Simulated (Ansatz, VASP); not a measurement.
HfH2 in VASP and in Ansatz

File INCAR:

```
PREC = Accurate
ENCUT = 520
EDIFF = 1E-6
ISMEAR = -1
SIGMA = 0.03
LREAL = False
LASPH = True
NELM = 100
ALGO = Normal
ISIF = 2
LWAVE = False
LCHARG = False
GGA = CA
NBANDS = 13
```

Contents of KPOINTS:

```
regular mesh
0
Gamma
  12 12 12
```

Contents of POSCAR:

```
HfH2
1.0
   -1.7505168919      1.7505168919      2.1949408182
    1.7505168919     -1.7505168919      2.1949408182
    1.7505168919      1.7505168919     -2.1949408182
Hf H
1 2
Direct
    0.0000000000      0.0000000000      0.0000000000
    0.7500000000      0.2500000000      0.5000000000
    0.2500000000      0.7500000000      0.5000000000
```

Input for Ansatz:

```yaml
crystal:
  lattice:
    - [-1.7505168919, 1.7505168919, 2.1949408182]
    - [1.7505168919, -1.7505168919, 2.1949408182]
    - [1.7505168919, 1.7505168919, -2.1949408182]
  atoms:
    - { symbol: Hf, position: [0.0, 0.0, 0.0] }
    - { symbol: H, position: [0.75, 0.25, 0.5] }
    - { symbol: H, position: [0.25, 0.75, 0.5] }
kpoints:
  mp_grid: { grid: [12, 12, 12] }
  band_path:
    path:
      - [0.0, 0.0, 0.0]
      - [0.0, 0.0, 0.5]
      - [0.25, 0.25, 0.25]
      - [0.0, 0.5, 0.0]
      - [0.0, 0.0, 0.0]
      - [0.5, 0.5, -0.5]
      - [0.4090109348, 0.5909890652, -0.4090109348]
      - [-0.4090109348, 0.4090109348, 0.4090109348]
      - [0.0, 0.0, 0.0]
    npoints: 5
scf:
  occupations: { method: fermi_dirac, width: 0.03 }
hamiltonian:
  xc: lda
  pseudopotentials: { kind: all_electron, lapw: { basis_error: 0.0005 } }
output:
  forces: true
  stress: true
  eigenvalues: true
```

Change from the starting cell: volume scaled by 1.02.

Alike in both runs: task single point; functional LDA; k mesh 12 × 12 × 12; occupations fermi-dirac, width 0.03 eV; no spin polarisation.

```csv
,VASP,Ansatz
version,VASP 6.6.1,Ansatz 0.2.0
potentials or method,"VASP PAW LDA potentials, release 64 (Hf_pv, H), cutoff 520 eV","all-electron LAPW, scalar-relativistic"
```

|  | VASP | Ansatz | Ansatz less VASP |
| --- | --- | --- | --- |
| pressure (GPa) | -11.0 | -10.8 | +0.19 |
| traceless stress, the component that is largest in VASP (GPa) | -0.48 | -0.50 | -0.020 |

LDA's correlation is that of Perdew and Zunger in VASP and of Perdew and Wang (1992) in Ansatz. Ansatz ran all-electron here, and VASP with PAW potentials.

Neither program's run includes spin-orbit coupling.
